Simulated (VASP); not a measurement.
Runs of VASP 6.6.1 on SiNi2. The structure is that of space group P6_3/mmc (No. 194), or close to it. The cells are those of the table. 

```csv
cell,gap on the mesh (eV),pressure (GPa)
"a = 3.725, b = 3.725, c = 4.679 Å, angles 90.0, 90.0, 120.0°, 6 atoms",none,39.2
"a = 3.972, b = 3.972, c = 5.144 Å, angles 90.0, 90.0, 120.0°, 6 atoms",none,(a)
"a = 3.855, b = 3.855, c = 4.900 Å, angles 90.0, 90.0, 120.0°, 6 atoms",none,3.3
"a = 3.763, b = 3.763, c = 4.740 Å, angles 90.0, 90.0, 120.0°, 6 atoms",none,27.1
"a = 3.804, b = 3.804, c = 4.810 Å, angles 90.0, 90.0, 120.0°, 6 atoms",none,(b)
```

Alike in all rows: task single point; level r2SCAN; potentials or basis VASP PAW PBE potentials, release 64 (Si, Ni); no spin polarisation; k mesh 12 × 12 × 8; cutoff (eV) 520; smearing gaussian 0.1 eV.

**Question.** Estimate the missing entries.

**Answer.** (a) -16.7; (b) 15.3.

Caveats: the PAW data sets were made with another functional, which shifts forces and pressure a little.

A gap of «none» marks levels without a gap at the run's occupations.
